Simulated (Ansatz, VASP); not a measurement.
Two plane-wave programs on BaTe

```
Ba Te
1.0
     4.80790    0.00000    0.00000
    -2.40395    4.16376    0.00000
     0.00000    0.00000    4.40996
Ba Te
1 1
Direct
  0.33333 0.66667 0.00000
  0.66667 0.33333 0.50000
```

Alike in both runs: task single point; functional PBE; k mesh 6 × 6 × 6; occupations gaussian, width 0.02 eV; no spin polarisation.

|  | VASP | Ansatz |
| --- | --- | --- |
| version | VASP 6.6.1 | Ansatz 0.2.0 |
| potentials or method | VASP PAW PBE potentials, release 64 (Ba_sv, Te), cutoff 500 eV | scalar-relativistic, plane waves, PAW |
| valence electrons in the cell | 16 | 26 |

|  | VASP | Ansatz | Ansatz less VASP |
| --- | --- | --- | --- |
| gap on the k mesh at the Fermi level (eV) | 1.47 | 1.52 | +0.055 |
| least direct gap on the mesh (eV) | 1.47 | 1.52 | +0.055 |

VASP's potentials hold 16 valence electrons a cell and Ansatz's 26, so a difference there can come from the potentials and not from the codes.

Spin-orbit coupling is off throughout.
